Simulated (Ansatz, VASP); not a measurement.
# KCl: VASP beside Ansatz

```
K Cl
1.0
     3.56198    0.00000    0.00000
     0.00000    3.56198    0.00000
     0.00000    0.00000    3.56198
K Cl
1 1
Direct
  0.00000 0.00000 0.00000
  0.50000 0.50000 0.50000
```

Alike in both runs: task single point; functional LDA; k mesh 6 × 6 × 6; occupations gaussian, width 0.02 eV; no spin polarisation.

```csv
,VASP,Ansatz
version,VASP 6.6.1,Ansatz 0.2.0
potentials or method,"VASP PAW LDA potentials, release 64 (K_sv, Cl), cutoff 500 eV","scalar-relativistic, all-electron LAPW"
```

VASP gave:

```
gap on the k mesh at the Fermi level (eV) : 5.48
least direct gap on the mesh (eV)         : 5.72
pressure (GPa)                            : 2.2
```

Question: Which values does Ansatz return?

Answer: gap on the k mesh at the Fermi level (eV): 5.47; least direct gap on the mesh (eV): 5.72; pressure (GPa): 2.1.

LDA's correlation is that of Perdew and Zunger in VASP and of Perdew and Wang (1992) in Ansatz. Ansatz ran all-electron here, and VASP with PAW potentials.
